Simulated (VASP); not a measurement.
LiBi: single point with LDA

The system is LiBi.

```
Li Bi
1.0
     4.76288    0.00000    0.00000
    -2.38144    4.12478    0.00000
     0.00000    0.00000    5.33127
Li Bi
2 2
Cartesian
  0.0000 2.7499 -0.3334
  2.3814 1.3749 2.3322
  0.0000 2.7499 2.3327
  2.3814 1.3749 4.9983
```

- Program: VASP 6.6.1
- Task: single point
- Functional: LDA
- Potentials or basis: VASP PAW LDA potentials, release 64 (Li_sv, Bi_d)
- Cutoff: 520 eV
- k mesh: 6 × 6 × 5
- Occupations: gaussian, width 0.05 eV
- Spin: no spin polarisation

| Property | Result |
| --- | --- |
| Band gap on the k mesh | zero (bands 18 and 19 overlap by 2.12 eV) |

Forces in eV/Å, atoms in the order of the input:
```
Li   0.000  0.000  0.002
Li   0.000  0.000  0.002
Bi   0.000  0.000 -0.002
Bi   0.000  0.000 -0.002
```

Levels at points of the mesh, in eV from the Fermi level:
```tsv
k point	band 16	band 17	band 18	band 19	band 20	band 21
(0.00, 0.00, 0.00)	-1.22	-1.22	1.15	1.15	1.65	3.83
(0.50, 0.00, 0.00)	-2.24	-2.14	-0.74	-0.59	1.34	3.52
```

Wall time 67 s on 1 thread of AMD EPYC 7R13 (shared host), peak memory 0.17 GiB.

Caveat: spin-orbit coupling is left out, which moves the levels of the heavy elements.
